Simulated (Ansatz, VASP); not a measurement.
## Two plane-wave programs on Be3TeSe2

```
Be Te Se
1.0
     4.91913    0.00000    0.00000
    -2.45957    4.26009    0.00000
     0.00000    0.00000    4.73355
Be Te Se
3 1 2
Direct
  0.33333 0.66667 0.50000
  0.66667 0.33333 0.50000
  0.00000 0.00000 0.00000
  0.00000 0.00000 0.50000
  0.33333 0.66667 0.00000
  0.66667 0.33333 0.00000
```

Alike in both runs: functional PBE; k mesh 3 × 3 × 2; occupations gaussian, width 0.15 eV; no spin polarisation.

Ansatz relaxed the structure, and its values are those at the end. VASP's run is a single point on that final structure, the one shown.

|  | VASP | Ansatz |
| --- | --- | --- |
| version | VASP 6.6.1 | Ansatz 0.2.0 |
| potentials or method | VASP PAW PBE potentials, release 64 (Be, Te, Se), cutoff 600 eV | scalar-relativistic, plane waves, PAW |
| valence electrons in the cell | 24 | 54 |

|  | VASP | Ansatz | Ansatz less VASP |
| --- | --- | --- | --- |
| gap on the k mesh at the Fermi level (eV) | none | none | - |
| pressure (GPa) | 0.1 | 0.1 | -0.08 |

A gap of «none» marks a metal or a gap that the smearing closes. VASP's potentials hold 24 valence electrons a cell and Ansatz's 54, so a difference there can come from the potentials and not from the codes.

The k mesh is coarse, so the values compare programs but aren't converged. Neither program's run includes spin-orbit coupling.
